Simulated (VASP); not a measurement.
# Ga2O3 (Ga2O3 (R-3c)) in VASP: notebook, part 2 of 2

VASP 6.6.1.

**3. Single point, PBE**

The input, INCAR:

```
SYSTEM = Ga2O3
PREC = Accurate ; ENCUT = 520
EDIFF = 1E-6 ; ISMEAR = -1
SIGMA = 0.01 ; LREAL = Auto
LASPH = .TRUE. ; NELM = 80
ALGO = Normal ; ISIF = 2
LWAVE = .FALSE. ; LCHARG = .FALSE.
GGA = PE ; NBANDS = 398
```

The input, KPOINTS:

```
Automatic mesh
0
G
  1 1 1
  0 0 0
```

The input, POSCAR:

```
Ga2O3
1.0
    5.0579508907      2.9202093421      9.0826160115
   -5.0579508907      2.9202093421      9.0826160115
    0.0000000000     -5.8404185828      9.0826160441
Ga O
32 48
Direct
    0.4280157305      0.4275621151      0.4278753731
    0.3222501965      0.3217384407      0.3221036518
    0.0722590273      0.0717359861      0.0720892275
    0.1780288042      0.1775553297      0.1778684947
    0.4280409696      0.4275356453      0.9278916792
    0.3222552684      0.3217590879      0.8220891587
    0.0722452207      0.0717584614      0.5720793523
    0.1780217750      0.1775416523      0.6778791745
    0.4280386466      0.9275268413      0.4278899653
    0.3222551359      0.8217683480      0.3220676825
    0.0722513746      0.5717618265      0.0720743449
    0.1780285045      0.6775322268      0.1778924736
    0.4280471233      0.9275448924      0.9278630262
    0.3222424962      0.8217506737      0.8220982333
    0.0722381016      0.5717630871      0.5721109345
    0.1780537509      0.6775476538      0.6778686639
    0.9280341439      0.4275472119      0.4278500165
    0.8222281339      0.3217376342      0.3220975126
    0.5722447026      0.0717494107      0.0720983366
    0.6780432438      0.1775375834      0.1778728300
    0.9280408073      0.4275280191      0.9278871570
    0.8222484537      0.3217666637      0.8220789955
    0.5722426877      0.0717683232      0.5720822866
    0.6780406625      0.1775264277      0.6778884436
    0.9280372155      0.9275431102      0.4278911949
    0.8222531429      0.8217573956      0.3220937361
    0.5722331660      0.5717509185      0.0720847485
    0.6780282917      0.6775291673      0.1778737957
    0.9280269028      0.9275416546      0.9278800159
    0.8222516093      0.8217440576      0.8220957028
    0.5722645248      0.5717372952      0.5720949868
    0.6780301474      0.6775557729      0.6778752696
    0.3751409513      0.2227757010      0.0268697146
    0.2232692460      0.0265275152      0.3749723541
    0.0270136850      0.3746594116      0.2230924505
    0.1251326928      0.2765268121      0.4730972268
    0.4732664433      0.1246325503      0.2768668053
    0.2770166521      0.4727633964      0.1250026202
    0.3751267964      0.2227678187      0.5268671661
    0.2232602779      0.0265304697      0.8749786435
    0.0270282470      0.3746502244      0.7231053104
    0.1251517685      0.2765322956      0.9731007745
    0.4732707948      0.1246504343      0.7768632123
    0.2770303502      0.4727749824      0.6249894143
    0.3751324486      0.7227705447      0.0268683433
    0.2232497026      0.5265340129      0.3750041715
    0.0270264659      0.8746359360      0.2231156805
    0.1251548016      0.7765335469      0.4731037017
    0.4732512887      0.6246557795      0.2768539396
    0.2770300548      0.9727773577      0.1249651460
    0.3751628951      0.7227618474      0.5268628504
    0.2232786523      0.5265365789      0.8749794812
    0.0270271672      0.8746522164      0.7231005149
    0.1251376598      0.7765263275      0.9731022725
    0.4732693220      0.6246472314      0.7768702299
    0.2770206382      0.9727686202      0.6249837618
    0.8751505118      0.2227690391      0.0268625786
    0.7232639256      0.0265323407      0.3749828801
    0.5270110567      0.3746417598      0.2231045230
    0.6251198228      0.2765338724      0.4731024370
    0.9732623716      0.1246423057      0.2768611103
    0.7770111587      0.4727539986      0.1249895539
    0.8751403959      0.2227594968      0.5268524432
    0.7232672207      0.0265185261      0.8749950385
    0.5270424457      0.3746305080      0.7231149296
    0.6251494946      0.2765258576      0.9731045049
    0.9732595631      0.1246559439      0.7768603679
    0.7770339530      0.4727744904      0.6249643667
    0.8751433341      0.7227591439      0.0268689001
    0.7232539769      0.5265162498      0.3749836980
    0.5270285731      0.8746400266      0.2230967845
    0.6251495516      0.7765290173      0.4731102587
    0.9732530488      0.6246561584      0.2768647516
    0.7770233428      0.9727681038      0.1249878259
    0.8751384758      0.7227796265      0.5268803338
    0.7232635693      0.5265280431      0.8749770308
    0.5270251948      0.8746553803      0.7231128173
    0.6251504901      0.7765185582      0.9730978802
    0.9732741399      0.6246397187      0.7768777311
    0.7770297696      0.9727700183      0.6249889137
```

Potentials or basis: VASP PAW PBE potentials, release 64 (Ga_d, O).

Launch:

```console
$ cat potpaw_PBE.64/Ga_d/POTCAR potpaw_PBE.64/O/POTCAR > POTCAR
$ mpirun -np 1 vasp_gam > vasp.out
```

It took 20 min on 1 thread of AMD EPYC 7R13 (Zen 3), shared host; peak memory 0.95 GiB.

The run converged. Its results:

| Item | Value |
| --- | --- |
| Free energy | -474.2206 eV |
| Pressure | 0.5 GPa |
| Largest force | 0.011 eV/Å |
| Band gap on the k mesh | 2.53 eV |

Forces on the atoms (eV/Å):
```
Ga   0.001 -0.001  0.008
Ga   0.000  0.000 -0.011
Ga   0.000  0.000 -0.010
Ga   0.001  0.000  0.010
Ga   0.000  0.000  0.009
Ga   0.000  0.000 -0.010
Ga   0.001  0.001 -0.010
Ga   0.001  0.000  0.009
Ga   0.001  0.000  0.009
Ga   0.000 -0.001 -0.010
Ga   0.001  0.000 -0.009
Ga   0.002  0.000  0.009
Ga   0.001  0.000  0.009
Ga   0.000  0.001 -0.011
Ga   0.001  0.001 -0.011
Ga   0.001  0.000  0.009
Ga   0.001  0.000  0.009
Ga   0.000  0.001 -0.010
Ga   0.000 -0.001 -0.010
Ga   0.001  0.000  0.009
Ga   0.001  0.000  0.009
Ga   0.000  0.000 -0.011
Ga   0.001  0.000 -0.010
Ga   0.001  0.001  0.009
Ga   0.001  0.000  0.008
Ga  -0.001  0.000 -0.011
Ga   0.002  0.000 -0.010
Ga   0.002  0.000  0.010
Ga   0.001  0.000  0.010
Ga   0.001  0.000 -0.010
Ga   0.001  0.000 -0.010
Ga   0.002  0.000  0.009
O   -0.001  0.001  0.000
O    0.001 -0.001  0.000
O   -0.001 -0.002  0.001
O    0.001 -0.002  0.000
O   -0.001  0.003  0.002
O   -0.002  0.001  0.000
O   -0.001  0.001  0.001
O    0.002 -0.001  0.000
O   -0.002 -0.002  0.001
O    0.001 -0.003  0.000
O    0.000  0.002  0.001
O   -0.002  0.000  0.000
O   -0.001  0.001  0.000
O    0.002  0.000  0.000
O   -0.002 -0.001  0.001
O    0.000 -0.003  0.000
O    0.000  0.003  0.001
O   -0.002  0.000  0.000
O   -0.002  0.001  0.000
O    0.002  0.000 -0.001
O   -0.002 -0.001  0.001
O    0.001 -0.002  0.001
O    0.000  0.002  0.001
O   -0.001  0.000  0.000
O   -0.001  0.001  0.000
O    0.002 -0.001  0.000
O   -0.002 -0.001  0.002
O    0.001 -0.002  0.000
O    0.000  0.003  0.001
O   -0.002  0.000  0.001
O   -0.002  0.001  0.001
O    0.002  0.000  0.000
O   -0.002 -0.001  0.000
O    0.001 -0.002  0.000
O    0.000  0.002  0.000
O   -0.002  0.000  0.000
O   -0.002  0.001  0.000
O    0.002  0.000  0.001
O   -0.002 -0.002  0.001
O    0.001 -0.002  0.000
O    0.000  0.003  0.001
O   -0.002  0.000  0.000
O   -0.001  0.001  0.000
O    0.002 -0.001  0.001
O   -0.002 -0.001  0.000
O    0.000 -0.003  0.000
O    0.000  0.002  0.000
O   -0.002  0.000  0.000
```

Stress tensor (GPa, compression positive):
```
0.65 0.00 0.00
0.00 0.65 0.00
0.00 0.00 0.07
```

Levels at points of the mesh, in eV from the valence-band top:
| k point | band 350 | band 351 | band 352 | band 353 | band 354 | band 355 |
| --- | --- | --- | --- | --- | --- | --- |
| (0.00, 0.00, 0.00) | 0.00 | 0.00 | 0.00 | 2.53 | 5.61 | 5.61 |

Caveat: the k points lie up to 0.75 Å⁻¹ apart. A k mesh can miss the band edges.
